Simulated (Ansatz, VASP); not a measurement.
# Si2B3: VASP beside Ansatz

```
Si B
1.0
     5.83763    0.00000    0.00000
     0.00000    5.83763    0.00000
     0.00000    0.00000    3.00594
Si B
4 6
Direct
  0.78379 0.28379 0.00000
  0.21621 0.71621 0.00000
  0.28379 0.21621 0.00000
  0.71621 0.78379 0.00000
  0.40271 0.90271 0.50000
  0.90271 0.59729 0.50000
  0.00000 0.00000 0.00000
  0.59729 0.09729 0.50000
  0.09729 0.40271 0.50000
  0.50000 0.50000 0.00000
```

Change from the starting cell: species swapped into the Yb3Ag2 type (P4/mbm, No. 127).

Alike in both runs: functional PBE; k mesh 3 × 3 × 5; occupations gaussian, width 0.2 eV; no spin polarisation.

Ansatz relaxed the structure, and its values are those at the end. VASP's run is a single point on that final structure, the one shown.

|  | VASP | Ansatz |
| --- | --- | --- |
| version | VASP 6.6.1 | Ansatz 0.2.0 |
| potentials or method | VASP PAW PBE potentials, release 64 (Si, B), cutoff 500 eV | scalar-relativistic, plane waves, PAW |
| valence electrons in the cell | 34 | 34 |

Ansatz gave:

* gap on the k mesh at the Fermi level (eV): none
* pressure (GPa): -0.5
* rms of the force components (eV/Å): 0.029

What did VASP give for the same quantities?

gap on the k mesh at the Fermi level (eV): none; pressure (GPa): -0.6; rms of the force components (eV/Å): 0.024.

A gap of «none» marks a metal or a gap that the smearing closes.

The k mesh is coarse, so the values compare programs but aren't converged.
